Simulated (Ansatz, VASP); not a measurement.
# Two plane-wave programs on AlNi3

```
Al Ni
1.0
     0.00000    2.76797    2.76797
     2.76797    0.00000    2.76797
     2.76797    2.76797    0.00000
Al Ni
1 3
Direct
  0.50000 0.50000 0.50000
  0.25000 0.25000 0.25000
  0.00000 0.00000 0.00000
  0.75000 0.75000 0.75000
```

Alike in both runs: functional LDA; k mesh 14 × 14 × 14; occupations gaussian, width 0.1 eV; no spin polarisation.

Ansatz relaxed the structure, and its values are those at the end. VASP's run is a single point on that final structure, the one shown.

```csv
,VASP,Ansatz
version,VASP 6.6.1,Ansatz 0.2.0
potentials or method,"VASP PAW LDA potentials, release 64 (Al, Ni), cutoff 520 eV","scalar-relativistic, plane waves, PAW"
valence electrons in the cell,33,57
```

Ansatz gave:

| Item | Value |
| --- | --- |
| gap on the k mesh at the Fermi level (eV) | none |
| pressure (GPa) | 0.0 |

Question: Which values does VASP return?

Answer: gap on the k mesh at the Fermi level (eV): none; pressure (GPa): 0.2.

LDA's correlation is that of Perdew and Zunger in VASP and of Perdew and Wang (1992) in Ansatz. A gap of «none» marks a metal or a gap that the smearing closes. VASP's potentials hold 33 valence electrons a cell and Ansatz's 57, so a difference there can come from the potentials and not from the codes.
